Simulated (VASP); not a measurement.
# Pd (P6_3/mmc) in VASP: a series of runs

The runs below take Pd through relaxation of cell and atoms, with LDA.

All numbers are computed with VASP 6.6.1; they aren't measurements. Logs are shortened: lines on timing, memory, paths and dates and some standing lists are left out, and cuts for length are marked.

## (1) The cell of the first run

The structure is hexagonal, space group P6_3/mmc (No. 194). The conventional cell has a = 2.750 Å, b = 2.750 Å, c = 4.491 Å, α = 90.00°, β = 90.00°, γ = 120.00°. Within 3.6 Å of Pd (site symmetry -6m2) lie 12 Pd at 2.75 Å.

## (2) Relaxation of cell and atoms, LDA, target pressure 5 GPa, at which the enthalpy is minimised

INCAR

```
SYSTEM = Pd
PREC = Accurate
ENCUT = 600
EDIFF = 1E-6
ISMEAR = -1
SIGMA = 0.05
LREAL = .FALSE.
LASPH = .TRUE.
NELM = 60
ALGO = Normal
ISIF = 3
LWAVE = .FALSE.
LCHARG = .FALSE.
IBRION = 2
NSW = 60
EDIFFG = -0.02
PSTRESS = 50.0
```

KPOINTS

```
Automatic mesh
0
G
  10 10 6
  0 0 0
```

POSCAR

```
Pd
1.0
    2.7500000000      0.0000000000      0.0000000000
   -1.3750000000      2.3815698604      0.0000000000
    0.0000000000      0.0000000000      4.4907500000
Pd
2
Direct
    0.3333333333      0.6666666667      0.2500000000
    0.6666666667      0.3333333333      0.7500000000
```

Potentials or basis: VASP PAW LDA potentials, release 64 (Pd).

The run is started by

```console
> cat potpaw_LDA.64/Pd/POTCAR > POTCAR
> mpirun -np 1 vasp_std > vasp.out
```

OUTCAR:

```text
SYSTEM = Pd
   PREC = Accurate
   ENCUT = 600
   EDIFF = 1E-6
   ISMEAR = -1
   LREAL = .FALSE.
   LASPH = .TRUE.
   NELM = 60
   ISIF = 3
   IBRION = 2
   NSW = 60
   EDIFFG = -0.02
   PSTRESS = 50.0

 ion  position               nearest neighbor table
   1  0.333  0.667  0.250-   2 2.75   2 2.75   2 2.75   2 2.75   2 2.75   2 2.75
   2  0.667  0.333  0.750-   1 2.75   1 2.75   1 2.75   1 2.75   1 2.75   1 2.75

  LATTYP: Found a hexagonal cell.
 ALAT       =     2.7500000000
 C/A-ratio  =     1.6330000000

  Lattice vectors:

 A1 = (   2.7500000000,   0.0000000000,   0.0000000000)
 A2 = (  -1.3750000000,   2.3815698604,   0.0000000000)
 A3 = (   0.0000000000,   0.0000000000,   4.4907500000)

Analysis of symmetry for initial positions (statically):
=====================================================================
 Subroutine PRICEL returns:
 Original cell was already a primitive cell.

 Routine SETGRP: Setting up the symmetry group for a
 hexagonal supercell.

 Subroutine GETGRP returns: Found 24 space group operations
 (whereof 12 operations were pure point group operations)
 out of a pool of 24 trial point group operations.

The static configuration has the point symmetry D_3d.
 The point group associated with its full space group is D_6h.

Analysis of symmetry for dynamics (positions and initial velocities):
=====================================================================
 Subroutine PRICEL returns:
 Original cell was already a primitive cell.

 Routine SETGRP: Setting up the symmetry group for a
 hexagonal supercell.

 Subroutine GETGRP returns: Found 24 space group operations
 (whereof 12 operations were pure point group operations)
 out of a pool of 24 trial point group operations.

The dynamic configuration has the point symmetry D_3d.
 The point group associated with its full space group is D_6h.

 Subroutine INISYM returns: Found 24 space group operations
 (whereof 12 operations are pure point group operations),
 and found     1 'primitive' translations

----------------------------------------------------------------------------------------

                                     Primitive cell

  volume of cell :      29.4113

  direct lattice vectors                    reciprocal lattice vectors
     2.750000000  0.000000000  0.000000000     0.363636364  0.209945552  0.000000000
    -1.375000000  2.381569860  0.000000000     0.000000000  0.419891105  0.000000000
     0.000000000  0.000000000  4.490750000     0.000000000  0.000000000  0.222679953

  length of vectors
     2.750000000  2.750000000  4.490750000     0.419891105  0.419891105  0.222679953

  position of ions in fractional coordinates (direct lattice)
     0.333333333  0.666666667  0.250000000
     0.666666667  0.333333333  0.750000000

  ion indices of the primitive-cell ions
   primitive index   ion index
                 1           1
                 2           2

----------------------------------------------------------------------------------------

 KPOINTS: Automatic mesh

Automatic generation of k-mesh.
 Grid dimensions read from file:
 generate k-points for:   10   10    6

 Generating k-lattice:

  Cartesian coordinates                     Fractional coordinates (reciprocal lattice)
     0.036363636  0.020994555  0.000000000     0.100000000  0.000000000  0.000000000
     0.000000000  0.041989110  0.000000000     0.000000000  0.100000000  0.000000000
     0.000000000  0.000000000  0.037113326     0.000000000  0.000000000  0.166666667

  Length of vectors
     0.041989110  0.041989110  0.037113326

  Shift w.r.t. Gamma in fractional coordinates (k-lattice)
     0.000000000  0.000000000  0.000000000

 Subroutine IBZKPT returns following result:
 ===========================================

 Found     56 irreducible k-points:

 Following reciprocal coordinates:
            Coordinates               Weight
  0.000000  0.000000  0.000000      1.000000
  0.100000  0.000000  0.000000      6.000000
  0.200000  0.000000  0.000000      6.000000
  0.300000  0.000000  0.000000      6.000000
  0.400000 -0.000000  0.000000      6.000000
  0.500000 -0.000000  0.000000      3.000000
[... 16 lines left out ...]
  0.300000  0.100000  0.166667     24.000000
  0.400000  0.100000  0.166667     24.000000
 [... further k-points ...]
   k-points           NKPTS =     56   k-points in BZ     NKDIM =     56   number of bands    NBANDS=     14
   number of dos      NEDOS =    301   number of ions     NIONS =      2
   total plane-waves  NPLWV =  20736
   dimension x,y,z NGX =    24 NGY =   24 NGZ =   36
   dimension x,y,z NGXF=    48 NGYF=   48 NGZF=   72
   ions per type =               2
   NGX,Y,Z   is equivalent  to a cutoff of  14.51, 14.51, 13.33 a.u.
   NGXF,Y,Z  is equivalent  to a cutoff of  29.02, 29.02, 26.65 a.u.
 SYSTEM =  Pd
   PREC   = accura    normal or accurate (medium, high low for compatibility)
   ISTART =      0    job   : 0-new  1-cont  2-samecut
   ICHARG =      2    charge: 1-file 2-atom 10-const
   ISPIN  =      1    spin polarized calculation?
   LNONCOLLINEAR =      F non collinear calculations
   LSORBIT =      F    spin-orbit coupling
   LASPH  =      T    aspherical Exc in radial PAW
   ENCUT  =  600.0 eV  44.10 Ry    6.64 a.u.   5.49  5.49  8.97*2*pi/ulx,y,z
   NELM   =     60;   NELMIN=  2; NELMDL= -5     # of ELM steps
   EDIFF  = 0.1E-05   stopping-criterion for ELM
   LREAL  =      F    real-space projection
   EDIFFG = -.2E-01   stopping-criterion for IOM
   NSW    =     60    number of steps for IOM
   IBRION =      2    ionic relax: 0-MD 1-quasi-New 2-CG
   NFREE  =      1    steps in history (QN), initial steepest desc. (CG)
   ISIF   =      3    stress and relaxation
   ISYM   =      2    0-nonsym 1-usesym 2-fastsym
   POTIM  = 0.5000    time-step for ionic-motion
   TEBEG  =    0.0;   TEEND  =   0.0 temperature during run
   PSTRESS=   50.0 pullay stress
   NELECT =      20.0000    total number of electrons
   NUPDOWN=      -1.0000    fix difference up-down
   EMIN   =  10.00;   EMAX   =-10.00  energy-range for DOS
[... 5 lines left out ...]
     AMIX     =   0.40;   BMIX     =  1.00
     AMIX_MAG =   1.60;   BMIX_MAG =  1.00
  volume/ion in A,a.u.               =      14.71        99.24
  Fermi-wavevector in a.u.,A,eV,Ry     =   1.439616  2.720479 28.197978  2.072493
  Thomas-Fermi vector in A             =   2.558451
   LORBIT       =      0    0 simple, 1 ext, 2 COOP (PROOUT), +10 PAW based schemes
   GGA     = CA    functional components
   LHFCALC =     F    Hartree Fock is set to
   AEXX    =    0.0000 exact exchange contribution
   IVDW    =     0    specifies the selected vdW correction
   LEPSILON=     F    determine dielectric tensor
   LRPA    =     F    only Hartree local field effects (RPA)
 conjugate gradient relaxation of ions
 non-spin polarized calculation
  energy-cutoff  :      600.00
  volume of cell :       29.41
 maximum number of plane-waves:      1008
 NGX is ok and might be reduce to    24
   NGX = 11   NGY = 11   NGZ = 17

--------------------------------------- Ionic step        1  -------------------------------------------

 number of electron      19.9999997 magnetization

 Free energy of the ion-electron system (eV)
  ---------------------------------------------------
  ext. energy  EPLUGINS =         0.00000000
  ---------------------------------------------------
  free energy    TOTEN  =       -12.90934003 eV

  energy without entropy =      -12.86601377  energy(sigma->0) =      -12.88767690

 E-fermi :   9.6648     XC(G=0): -13.5320

 val. band max:        9.6630869361   @ k =   0.4000   0.1000   0.0000
 cond. band min:       9.6835013394   @ k =   0.3000   0.2000   0.5000
 fundamental gap:      0.0204144033
 Fermi energy:         9.6647618246

 k-point     1 :       0.0000    0.0000    0.0000
  band No.  band energies     occupation
      1       2.3817      2.00000
      2       4.2721      2.00000
      3       6.7778      2.00000
      4       6.8833      2.00000
      5       6.8833      2.00000
      6       7.2726      2.00000
      7       7.2726      2.00000
      8       7.8530      2.00000
      9       7.8530      2.00000
     10       9.4222      1.98447
     11       9.4222      1.98447
     12      10.5846      0.00000
     13      16.9025      0.00000
     14      26.6335      0.00000
[... 377 lines left out ...]
      1       4.5552      2.00000
      2       4.7307      2.00000
      3       5.5792      2.00000
      4       6.2184      2.00000
      5       6.7694      2.00000
      6       7.6356      2.00000
      7       8.2217      2.00000
      8       9.3005      1.99863
      9       9.4822      1.94941
     10       9.7039      0.62751
     11      11.8858      0.00000
     12      14.8668      0.00000
     13      18.2921      0.00000
     14      20.0855      0.00000

 [... further k-points ...]
[... 5 lines left out ...]
  --------------------------------------------------------------------------------------
  -------------------------------------------------------------------------------------
  Total       -1.4588215     -1.4588215     -0.6884342      0.0000000     -0.0000000      0.0000000
  in kB      -79.4690141    -79.4690141    -37.5023174      0.0000000     -0.0000000      0.0000000
  external PRESSURE =    -115.4801152 kB  Pullay stress =      50.0000000 kB
[... 97 lines left out ...]
  energy  without entropy=      -12.8838625318  energy(sigma->0) =      -12.90368755

  enthalpy is  TOTEN    =       -12.0527710008 eV   P V=        0.8707415753

[... ionic steps 4 to 8 ...]

--------------------------------------- Ionic step        9  -------------------------------------------

 number of electron      20.0000003 magnetization

------------------------ aborting loop because EDIFF is reached ----------------------------------------
[... 71 lines left out ...]
--------------------------------------- Ionic step       11  -------------------------------------------

 number of electron      20.0000003 magnetization

 Free energy of the ion-electron system (eV)
  ---------------------------------------------------
  ext. energy  EPLUGINS =         0.00000000
  ---------------------------------------------------
  free energy    TOTEN  =       -12.92843894 eV

  energy without entropy =      -12.89191443  energy(sigma->0) =      -12.91017668

 E-fermi :  10.6093     XC(G=0): -13.8587

 val. band max:       10.6057466230   @ k =   0.3000   0.0000   0.0000
 cond. band min:      10.6253504423   @ k =   0.4000   0.1000   0.0000
 fundamental gap:      0.0196038192
 Fermi energy:        10.6092800413

 k-point     1 :       0.0000    0.0000    0.0000
  band No.  band energies     occupation
      1       2.9028      2.00000
      2       4.7596      2.00000
      3       7.2775      2.00000
      4       7.5594      2.00000
      5       7.5594      2.00000
      6       7.9422      2.00000
      7       7.9422      2.00000
      8       8.8093      2.00000
      9       8.8093      2.00000
     10      10.3598      1.98647
     11      10.3598      1.98647
     12      11.1537      0.00004
     13      17.8714      0.00000
     14      27.8010      0.00000
[... 377 lines left out ...]
      1       5.0787      2.00000
      2       5.2077      2.00000
      3       6.1056      2.00000
      4       6.8554      2.00000
      5       7.5569      2.00000
      6       8.3884      2.00000
      7       9.0289      2.00000
      8      10.1915      1.99953
      9      10.3814      1.97926
     10      10.6937      0.31216
     11      13.0148      0.00000
     12      16.0954      0.00000
     13      19.6296      0.00000
     14      21.3177      0.00000

 [... further k-points ...]
[... 5 lines left out ...]
  --------------------------------------------------------------------------------------
  -------------------------------------------------------------------------------------
  Total        0.8717912      0.8717912      0.8620569     -0.0000000      0.0000000      0.0000000
  in kB       50.0846853     50.0846853     49.5254482     -0.0000000      0.0000000      0.0000000
  external PRESSURE =      -0.1017271 kB  Pullay stress =      50.0000000 kB
[... 21 lines left out ...]
  energy  without entropy=      -12.8919144262  energy(sigma->0) =      -12.91017668

  enthalpy is  TOTEN    =       -12.0581218123 eV   P V=        0.8703171241

 reached required accuracy - stopping structural energy minimisation
```

Wall time 39 s (1 thread of Intel Xeon 6975P-C (Granite Rapids), shared host); peak memory 0.16 GiB.

What came out:

| Item | Value |
| --- | --- |
| Free energy | -12.9284 eV |
| Relaxed volume | 13.94 Å³/atom |
| Relaxed cell | a = 2.676 Å, b = 2.676 Å, c = 4.496 Å, α = 90.00°, β = 90.00°, γ = 120.00° |
| Space group after relaxing (to 0.05 Å) | P6_3/mmc (No. 194) |
| Energy change on relaxing (the enthalpy is what falls) | -9.5 meV/atom |
| Ionic steps | 11 |
| Pressure after relaxing | 5.0 GPa |
| Band gap on the k mesh | zero (band 10 reaches 10.88 eV, above the bottom of band 11 at 9.85 eV) |

The path:
```csv
step,energy change (eV),largest force (eV/Å),pressure (GPa),volume (Å³)
1,0.0000,0.0000,-6.55,29.41
2,0.3333,0.0000,39.24,25.12
3,-0.0142,0.0000,4.88,27.90
4,-0.0129,0.0000,5.21,27.86
5,-0.0120,0.0000,5.50,27.83
6,-0.0169,0.0000,5.44,27.83
7,-0.0174,0.0000,5.47,27.84
8,-0.0174,0.0000,5.48,27.84
9,-0.0174,0.0000,5.48,27.84
10,-0.0221,0.0000,4.07,27.99
11,-0.0191,0.0000,4.99,27.89
```

Final structure:
```
Pd
1.0
     2.67636    0.00000    0.00000
    -1.33818    2.31780    0.00000
     0.00000    0.00000    4.49571
Pd
2
Direct
  0.33333 0.66667 0.25000
  0.66667 0.33333 0.75000
```

Caveat: the cell is relaxed towards a set pressure, so the enthalpy falls and the energy may rise.

(Part 1 of 2 ends here.)
